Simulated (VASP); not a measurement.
Input of a VASP 6.6.1 run:

Contents of INCAR:

```
SYSTEM = NbCd3
ALGO = Normal
EDIFF = 1E-6
ENCUT = 520
GGA = PS
ISIF = 2
ISMEAR = -1
LASPH = .True.
LCHARG = .True.
LELF = .True.
LREAL = .False.
LVHAR = .True.
LWAVE = .False.
NBANDS = 32
NELM = 80
PREC = Accurate
SIGMA = 0.05
```

File KPOINTS:

```
k-points
0
Gamma
  6 6 6
  0 0 0
```

Contents of POSCAR:

```
NbCd3
1.0
    4.2150000000      0.0000000000      0.0000000000
    0.0000000000      4.2150000000      0.0000000000
    0.0000000000      0.0000000000      4.2150000000
Cd Nb
3 1
Direct
    0.5000000000      0.5000000000      0.0000000000
    0.5000000000      0.0000000000      0.5000000000
    0.0000000000      0.5000000000      0.5000000000
    0.0000000000      0.0000000000      0.0000000000
```

Potentials or basis: VASP PAW PBE potentials, release 64 (Cd, Nb_sv).

Run with:

```bash
$ cat potpaw_PBE.64/Cd/POTCAR potpaw_PBE.64/Nb_sv/POTCAR > POTCAR
$ mpirun -np 1 vasp_std > vasp.out
```

**Question.** Predict the band gap on the k mesh.

**Answer.** Zero (an odd number of electrons rules out a gap without spin polarisation).

**Question.** Estimate the pressure.

**Answer.** 1.9 GPa.

Caveat: the PAW data sets were made with another functional, which shifts forces and pressure a little.
